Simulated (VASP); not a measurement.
Runs of VASP 6.6.1 on PBr. The typed cell holds 4 atoms: a = 4.939 Å, b = 5.589 Å, c = 6.306 Å, α = 93.19°, β = 96.34°, γ = 111.65°. 

```tsv
level	potentials or basis	k mesh	smearing	gap on the mesh (eV)	pressure (GPa)	largest force (eV/Å)
PBEsol	VASP PAW PBE potentials, release 64 (Br, P)	4 × 3 × 3	fermi-dirac 0.05 eV	1.61	-0.8	0.26
LDA	VASP PAW LDA potentials, release 64 (Br, P)	4 × 3 × 3	fermi-dirac 0.05 eV	1.56	-1.7	0.33
BLYP	VASP PAW PBE potentials, release 64 (Br, P)	4 × 3 × 3	fermi-dirac 0.05 eV	1.61	1.4	0.35
RPBE	VASP PAW PBE potentials, release 64 (Br, P)	4 × 3 × 3	fermi-dirac 0.05 eV	1.68	1.0	0.10
PBE	VASP PAW PBE potentials, release 64 (Br, P)	4 × 4 × 3	methfessel-paxton 0.1 eV	1.61	(a)	(b)
```

Alike in all rows: task single point; no spin polarisation; cell as given; cutoff (eV) 520.

Question: Estimate the missing entries.

Answer: (a) 0.3; (b) 0.60.

Caveats: the PAW data sets were made with another functional, which shifts forces and pressure a little (some runs).

A k mesh can miss the band edges, and the runs leave out spin-orbit coupling on Br.
